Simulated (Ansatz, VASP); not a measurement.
**Two plane-wave programs on Ti**

The input INCAR:

```
ALGO     = Fast           # electronic algorithm
EDIFF    = 1E-7           # SCF threshold, eV
ENCUT    = 520            # plane-wave cutoff, eV
GGA      = PE             # functional
ISIF     = 2              # what is computed and relaxed
ISMEAR   = 0              # smearing method
LASPH    = T              # aspherical terms in the spheres
LCHARG   = T              # write CHGCAR
LELF     = T              # ELF
LREAL    = F              # projectors in reciprocal space
LVHAR    = T            
LWAVE    = F              # write WAVECAR
NBANDS   = 12             # bands
NELM     = 100            # most SCF steps
PREC     = Accurate       # precision mode
SIGMA    = 0.15           # smearing width, eV
```

KPOINTS

```
k-points
0
Gamma
  22 22 22
```

Contents of POSCAR:

```
Ti
1.0
   -1.5870362452      1.5870362452      1.9858584536
    1.5870362452     -1.5870362452      1.9858584536
    1.5870362452      1.5870362452     -1.9858584536
Ti
1
Direct
    0.0000000000      0.0000000000      0.0000000000
```

Input for Ansatz:

```yaml
crystal:
  lattice:
    - [-1.5870362452, 1.5870362452, 1.9858584536]
    - [1.5870362452, -1.5870362452, 1.9858584536]
    - [1.5870362452, 1.5870362452, -1.9858584536]
  atoms:
    - { symbol: Ti, position: [0.0, 0.0, 0.0] }
basis:
  ecutwfc: 520.0
kpoints:
  mp_grid: { grid: [22, 22, 22] }
hamiltonian:
  xc: pbe
  pseudopotentials: { kind: paw, azcp: { folder: soft_1 } }
scf:
  occupations: { method: gaussian, width: 0.15 }
output:
  forces: true
  stress: true
  eigenvalues: true
  write_density: true
  write_potential: true
  elf: true
  volumetric_format: npy
```

Alike in both runs: task single point; functional PBE; k mesh 22 × 22 × 22; occupations gaussian, width 0.15 eV; no spin polarisation.

|  | VASP | Ansatz |
| --- | --- | --- |
| version | VASP 6.6.1 | Ansatz 0.2.0 |
| potentials or method | VASP PAW PBE potentials, release 64 (Ti_sv), cutoff 520 eV | scalar-relativistic, plane waves, PAW |
| valence electrons in the cell | 12 | 12 |

Ansatz gave:

```
gap on the k mesh at the Fermi level (eV)                     : none
pressure (GPa)                                                : -11.8
traceless stress, the component that is largest in VASP (GPa) : 1.97
```

Problem. Which values does VASP return?

Solution. gap on the k mesh at the Fermi level (eV): none; pressure (GPa): -11.9; traceless stress, the component that is largest in VASP (GPa): 1.97.

A gap of «none» marks a metal or a gap that the smearing closes. The functional is the same, so the differences come from potentials, cutoffs and numerics.
